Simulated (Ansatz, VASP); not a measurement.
# Two plane-wave programs on BiPbCl5

```
CELL_PARAMETERS angstrom
4.34951 0.00000 0.00000
-0.05729 6.05138 0.00000
-0.00354 -0.42451 9.12414
ATOMIC_POSITIONS crystal
Bi 0.00090 0.77694 0.48759
Pb 0.49813 0.82039 0.92982
Cl 0.99755 0.38856 0.38307
Cl 0.99709 0.57215 0.74609
Cl 0.50052 0.84180 0.29738
Cl 0.50212 0.00745 0.65749
Cl 0.00370 0.09271 0.99857
```

Change from the starting cell: the structure that the rattled cell fell into.

Alike in both runs: functional PBE; k mesh 4 × 4 × 2; occupations gaussian, width 0.1 eV; no spin polarisation.

Ansatz relaxed the structure, and its values are those at the end. VASP's run is a single point on that final structure, the one shown.

```csv
,VASP,Ansatz
version,VASP 6.6.1,Ansatz 0.2.0
potentials or method,"VASP PAW PBE potentials, release 64 (Bi_d, Pb_d, Cl), cutoff 520 eV","scalar-relativistic, plane waves, PAW"
valence electrons in the cell,64,64
```

Ansatz gave:

| Property | Result |
| --- | --- |
| gap on the k mesh at the Fermi level (eV) | 3.24 |
| least direct gap on the mesh (eV) | 3.30 |
| pressure (GPa) | 0.0 |
| rms of the force components (eV/Å) | 0.014 |

Task: Estimate VASP's values.

Result: gap on the k mesh at the Fermi level (eV): 3.24; least direct gap on the mesh (eV): 3.30; pressure (GPa): -0.1; rms of the force components (eV/Å): 0.013.

Neither program's run includes spin-orbit coupling.
